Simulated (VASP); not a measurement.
**Cd: relaxation of cell and atoms with PBE**

Crystal: Cd.

```
CELL_PARAMETERS angstrom
-2.25363 0.03869 -2.30099
-2.21058 -4.48925 2.33531
-2.19857 4.39987 2.16856
ATOMIC_POSITIONS crystal
Cd 0.00859 0.00253 0.01037
Cd 0.50627 0.50307 0.00812
Cd 0.48509 0.00122 0.50843
Cd 0.00005 0.49318 0.47308
```

```
Program                : VASP 6.6.1
Task                   : relaxation of cell and atoms
Functional             : PBE
Potentials or basis    : VASP PAW PBE potentials, release 64 (Cd)
Cutoff                 : 600 eV
k mesh                 : 6 × 4 × 4
Occupations            : gaussian, width 0.2 eV
Spin                   : no spin polarisation
Dipole correction      : no
Further INCAR settings : ALGO = Fast; EDIFF = 1e-07; IBRION = 2; EDIFFG = -0.025; NSW = 80; ISIF = 3
```

The relaxed volume is 23.17 Å³/atom, the relaxed cell is a = 3.399 Å, b = 5.406 Å, c = 5.405 Å, α = 111.03°, β = 90.01°, γ = 90.01° and the space group after relaxing (to 0.1 Å) is Immm (No. 71). The energy gained by relaxing is 27.7 meV/atom, the ionic steps are 14 and the pressure after relaxing is 0.0 GPa. The largest force after relaxing is 0.018 eV/Å and the band gap on the k mesh is zero (bands 24 and 25 overlap by 2.64 eV).

Forces in eV/Å, atoms in the order of the input:
```
Cd  -0.002 -0.004  0.003
Cd   0.001  0.010  0.015
Cd   0.003 -0.012 -0.011
Cd  -0.002  0.005 -0.007
```

The path:
| step | energy change (eV) | largest force (eV/Å) | pressure (GPa) | volume (Å³) |
| --- | --- | --- | --- | --- |
| 1 | 0.0000 | 0.5707 | 1.41 | 90.17 |
| 2 | -0.0494 | 0.3492 | 0.00 | 92.79 |
| 3 | -0.0657 | 0.1612 | -1.23 | 95.72 |
| 4 | -0.0968 | 0.0859 | -0.75 | 94.36 |
| 5 | -0.1016 | 0.1158 | -0.43 | 93.72 |
| 6 | -0.1017 | 0.1210 | -0.36 | 93.61 |
| 7 | -0.1060 | 0.0911 | 0.04 | 92.68 |
| 8 | -0.1065 | 0.0782 | 0.23 | 92.25 |
| 9 | -0.1078 | 0.0544 | 0.05 | 92.63 |
| 10 | -0.1081 | 0.0534 | -0.09 | 92.94 |
| 11 | -0.1092 | 0.0554 | -0.06 | 92.91 |
| 12 | -0.1098 | 0.0578 | -0.02 | 92.87 |
| 13 | -0.1105 | 0.0316 | 0.00 | 92.79 |
| 14 | -0.1109 | 0.0182 | 0.04 | 92.69 |

Final structure:
```xyz
4
Lattice="-2.4042 -0.0014 -2.4021 -2.1605 -4.4563 2.1665 -2.1643 4.4547 2.1655" Properties=species:S:1:pos:R:3 pbc="T T T"
Cd   -2.1656   -4.4496    2.1650
Cd   -4.4545    2.2182    2.0335
Cd   -4.4386   -2.2217    2.0606
Cd   -4.5595   -0.0093   -0.2327
```

Levels at points of the mesh, in eV from the Fermi level:
| k point | band 22 | band 23 | band 24 | band 25 | band 26 | band 27 |
| --- | --- | --- | --- | --- | --- | --- |
| (0.00, 0.00, 0.00) | -1.75 | -1.75 | -0.70 | -0.70 | -0.38 | 1.52 |
| (0.50, 0.00, 0.00) | -4.35 | 1.79 | 1.79 | 1.84 | 1.84 | 2.49 |
| (0.00, 0.50, 0.00) | -6.53 | -2.03 | -2.02 | 2.78 | 2.83 | 6.36 |
| (0.50, 0.50, 0.00) | -2.64 | -2.64 | -2.63 | 1.69 | 1.70 | 1.74 |
| (0.00, 0.00, 0.50) | -6.53 | -2.03 | -2.03 | 2.80 | 2.81 | 6.39 |
| (0.50, 0.00, 0.50) | -2.64 | -2.63 | -2.63 | 1.70 | 1.71 | 1.72 |
| (0.00, 0.50, 0.50) | -6.04 | -3.39 | -3.39 | 5.04 | 5.04 | 5.10 |
| (0.50, 0.50, 0.50) | -2.25 | -1.91 | -1.91 | -0.66 | -0.65 | 1.15 |

It took 11 min on 1 thread of Intel(R) Xeon(R) 6975P-C (Granite Rapids) (shared host), peak memory 0.33 GiB.
